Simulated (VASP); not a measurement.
# Ti2O (P-3m1) in VASP: vibrations by perturbation theory with PBEsol

Aim: the vibrations by perturbation theory of Ti2O with PBEsol.

All numbers are computed with VASP 6.6.1; they aren't measurements. Logs are shortened: lines on timing, memory, paths and dates and some standing lists are left out, and cuts for length are marked.

### Step 1. The cell of the first run

Symmetry: P-3m1, No. 164, trigonal system. Conventional cell: a = 2.932 Å, b = 2.932 Å, c = 4.702 Å, α = 90.00°, β = 90.00°, γ = 120.00°. Ti (site symmetry 3m) has 3 O at 2.10 Å and 3 Ti at 2.80 Å within 2.8 Å. O (site symmetry -3m) has 6 Ti at 2.10 Å within 2.8 Å.

### Step 2. Vibrations by perturbation theory, PBEsol (11.67 Å³/atom)

File INCAR:

```
SYSTEM = Ti2O
ALGO     = Normal         ! electronic algorithm
EDIFF    = 1E-8           ! SCF threshold, eV
ENCUT    = 600            ! plane-wave cutoff, eV
GGA      = PS             ! functional
GGA_COMPAT= .False.      
IBRION   = 8              ! ionic algorithm
ISIF     = 2              ! what is computed and relaxed
ISMEAR   = -1             ! smearing method
KPAR     = 4            
LASPH    = .True.         ! aspherical terms in the spheres
LCHARG   = .False.        ! write CHGCAR
LREAL    = .False.        ! projectors in reciprocal space
LWAVE    = .False.        ! write WAVECAR
NBANDS   = 22             ! bands
NELM     = 120            ! most SCF steps
NSW      = 1              ! ionic steps
PREC     = Accurate       ! precision mode
SIGMA    = 0.15           ! smearing width, eV
```

File KPOINTS:

```
k-points
0
Gamma
  18 18 10
  0 0 0
```

File POSCAR:

```
Ti2O
1.0
    2.9320668828      0.0000000000      0.0000000000
   -1.4660334414      2.5392444061      0.0000000000
    0.0000000000      0.0000000000      4.7020585507
Ti O
2 1
Direct
    0.6666666667      0.3333333333      0.2630038751
    0.3333333333      0.6666666667      0.7369961249
    0.0000000000      0.0000000000      0.0000000000
```

Potentials or basis: VASP PAW PBE potentials, release 64 (Ti_sv, O).

Launch:

```
cat potpaw_PBE.64/Ti_sv/POTCAR potpaw_PBE.64/O/POTCAR > POTCAR
mpirun -np 4 vasp_std > vasp.out
```

OUTCAR:

```text
SYSTEM = Ti2O
   EDIFF = 1E-8
   ENCUT = 600
   GGA = PS
   IBRION = 8
   ISIF = 2
   ISMEAR = -1
   LASPH = .True.
   LREAL = .False.
   NELM = 120
   NSW = 1
   PREC = Accurate

 ion  position               nearest neighbor table
   1  0.667  0.333  0.263-   3 2.10   3 2.10   3 2.10   2 2.80   2 2.80   2 2.80
   2  0.333  0.667  0.737-   3 2.10   3 2.10   3 2.10   1 2.80   1 2.80   1 2.80
   3  0.000  0.000  0.000-   1 2.10   2 2.10   1 2.10   2 2.10   1 2.10   2 2.10

  LATTYP: Found a hexagonal cell.
 ALAT       =     2.9320668828
 C/A-ratio  =     1.6036668803

  Lattice vectors:

 A1 = (   2.9320668828,   0.0000000000,   0.0000000000)
 A2 = (  -1.4660334414,   2.5392444061,   0.0000000000)
 A3 = (   0.0000000000,   0.0000000000,   4.7020585507)

Analysis of symmetry for initial positions (statically):
=====================================================================
 Subroutine PRICEL returns:
 Original cell was already a primitive cell.

 Routine SETGRP: Setting up the symmetry group for a
 hexagonal supercell.

 Subroutine GETGRP returns: Found 12 space group operations
 (whereof 12 operations were pure point group operations)
 out of a pool of 24 trial point group operations.

The static configuration has the point symmetry D_3d.

Analysis of symmetry for dynamics (positions and initial velocities):
=====================================================================
 Subroutine PRICEL returns:
 Original cell was already a primitive cell.

 Routine SETGRP: Setting up the symmetry group for a
 hexagonal supercell.

 Subroutine GETGRP returns: Found 12 space group operations
 (whereof 12 operations were pure point group operations)
 out of a pool of 24 trial point group operations.

The dynamic configuration has the point symmetry D_3d.

 Subroutine INISYM returns: Found 12 space group operations
[... 775 lines left out ...]

 POSITION                                       TOTAL-FORCE (eV/Angst)
 -----------------------------------------------------------------------------------
      1.46603      0.84641      1.23666        -0.000000     -0.000000      0.051948
     -0.00000      1.69283      3.46540         0.000000      0.000000     -0.051948
      0.00000      0.00000      0.00000        -0.000000      0.000000      0.000000
 -----------------------------------------------------------------------------------
    total drift:                                0.000000     -0.000000      0.000000

  FREE ENERGIE OF THE ION-ELECTRON SYSTEM (eV)
  ---------------------------------------------------
  free  energy   TOTEN  =       -27.6456350016 eV

  energy  without entropy=      -27.5474640456  energy(sigma->0) =      -27.59654952

[... ionic steps 2 to 9 ...]

--------------------------------------- Ionic step       10  -------------------------------------------

------------------------ aborting loop because EDIFF is reached ----------------------------------------

[... ionic steps 11 to 11 ...]

--------------------------------------- Ionic step       12  -------------------------------------------

 Free energy of the ion-electron system (eV)
  ---------------------------------------------------
  ---------------------------------------------------
  free energy    TOTEN  =        -0.38087691 eV

  energy without entropy =       -0.38087691

------------------------ aborting loop because EDIFF is reached ----------------------------------------

 INTERNAL STRAIN TENSOR  FOR ION    3  DIRECTION 3   (eV/Angst):
 -----------------------------------------------------------------------------
     0.01473  0.00000  0.00000
     0.00000  0.01473 -0.00000
    -0.00000 -0.00000 -0.01367

 INTERNAL STRAIN TENSOR FOR ION    3 for displacements in x,y,z  (eV/Angst):
          X           Y           Z          XY          YZ          ZX
  --------------------------------------------------------------------------------
  x     0.00000     0.00000     0.00000     0.00000     0.00000     0.00000
  y     0.00000     0.00000     0.00000     0.00000     0.00000     0.00000
  z     0.00000     0.00000     0.00000     0.00000     0.00000     0.00000

 SECOND DERIVATIVES (NOT SYMMETRIZED)
 ------------------------------------
               1X          1Y          1Z          2X          2Y          2Z          3X          3Y          3Z
  1X    -5.161344    0.000000    0.000000   -0.225635    0.000000    0.000000    5.386979    0.000000    0.000000
  1Y     0.000000   -5.161344    0.000000    0.000000   -0.225635   -0.000000    0.000000    5.386979    0.000000
  1Z     0.000000   -0.000000  -11.989132   -0.000000    0.000000    5.072203   -0.000000    0.000000    6.916929
  2X    -0.225635    0.000000    0.000000   -5.161344    0.000000    0.000000    5.386979    0.000000    0.000000
  2Y     0.000000   -0.225635   -0.000000    0.000000   -5.161344    0.000000    0.000000    5.386979    0.000000
  2Z    -0.000000    0.000000    5.072203    0.000000   -0.000000  -11.989132   -0.000000    0.000000    6.916929
  3X     5.381691    0.000000    0.000000    5.381691    0.000000    0.000000  -10.763382    0.000000    0.000000
  3Y     0.000000    5.381691    0.000000    0.000000    5.381691    0.000000    0.000000  -10.763382    0.000000
  3Z     0.000000   -0.000000    6.926900    0.000000   -0.000000    6.926900    0.000000    0.000000  -13.853801

 Eigenvectors and eigenvalues of the dynamical matrix
 ----------------------------------------------------

   1 f  =   15.713813 THz    98.732800 2PiTHz  524.156389 cm-1    64.987080 meV
             X         Y         Z           dx          dy          dz
      1.466033  0.846415  1.236660    -0.000000   -0.000000   -0.267383
     -0.000000  1.692830  3.465399    -0.000000   -0.000000   -0.267383
      0.000000  0.000000  0.000000     0.000000    0.000000    0.925750
[... 43 lines left out ...]
   9 f/i=    0.003962 THz     0.024895 2PiTHz    0.132162 cm-1     0.016386 meV
             X         Y         Z           dx          dy          dz
      1.466033  0.846415  1.236660    -0.000000    0.000000    0.654604
     -0.000000  1.692830  3.465399    -0.000000    0.000000    0.654604
      0.000000  0.000000  0.000000    -0.000000    0.000000    0.378137

--------------------------------------------------------------------------------------------------------

 ELASTIC MODULI CONTR FROM IONIC RELAXATION (kBar)
 Direction    XX          YY          ZZ          XY          YZ          ZX
 --------------------------------------------------------------------------------
 XX        -234.1621   -234.1093    124.9183     -0.0000     -1.9368     -0.0000
 YY        -234.1093   -234.1621    124.9183     -0.0000      1.9368     -0.0000
 ZZ         124.9183    124.9183    -66.6475      0.0000      0.0000      0.0000
 XY          -0.0000     -0.0000      0.0000     -0.0264      0.0000     -3.3315
 YZ          -1.9368      1.9368      0.0000      0.0000   -142.0880      0.0000
 ZX          -0.0000     -0.0000      0.0000     -3.3315      0.0000   -420.3817
 --------------------------------------------------------------------------------
```

It took 31 min on 4 MPI ranks of Oxide Virtual Turin-like, shared host; peak memory 2.6 GiB.

What came out:

| Item | Value |
| --- | --- |
| Highest phonon frequency at Γ, LO-TO splitting left out | 524 cm⁻¹ |

Phonon frequencies in cm⁻¹ (negative: imaginary):
| q point | frequencies |
| --- | --- |
| (0.000, 0.000, 0.000) | 0 0 0 167 167 311 462 462 524 |

Caveat: the cell stands under pressure or tension, which shifts response properties; the PAW data sets were made with another functional, which shifts forces and pressure a little.
